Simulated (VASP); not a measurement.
Here is a VASP 6.6.1 calculation.

INCAR

```
SYSTEM = Ni
PREC = Accurate
ENCUT = 520
EDIFF = 1E-6
ISMEAR = 1
SIGMA = 0.041
LREAL = .FALSE.
LASPH = .TRUE.
NELM = 80
ALGO = Normal
ISIF = 2
LWAVE = .FALSE.
LCHARG = .FALSE.
GGA = PE
NBANDS = 11
```

Contents of KPOINTS:

```
regular mesh
0
G
  8 8 8
  0 0 0
```

File POSCAR:

```
Ni
1.0
    0.0000000000      1.7938320000      1.7938320000
    1.7938320000      0.0000000000      1.7938320000
    1.7938320000      1.7938320000      0.0000000000
Ni
1
Direct
    0.0000000000      0.0000000000      0.0000000000
```

Potentials or basis: VASP PAW PBE potentials, release 64 (Ni).

The run is started by

```bash
$ cat potpaw_PBE.64/Ni/POTCAR > POTCAR
$ mpirun -np 1 vasp_std > vasp.out
```

Problem. What does it give for the pressure?

Solution. -10.9 GPa.

Problem. Predict the band gap on the k mesh.

Solution. Zero (band 5 reaches 8.52 eV, above the bottom of band 6 at 7.64 eV).

Caveat: the k points lie up to 0.38 Å⁻¹ apart; the run has no spin polarisation, though such a crystal can be magnetic. Spin polarisation is off, so any magnetic state and its effect on volume and gap are missing.
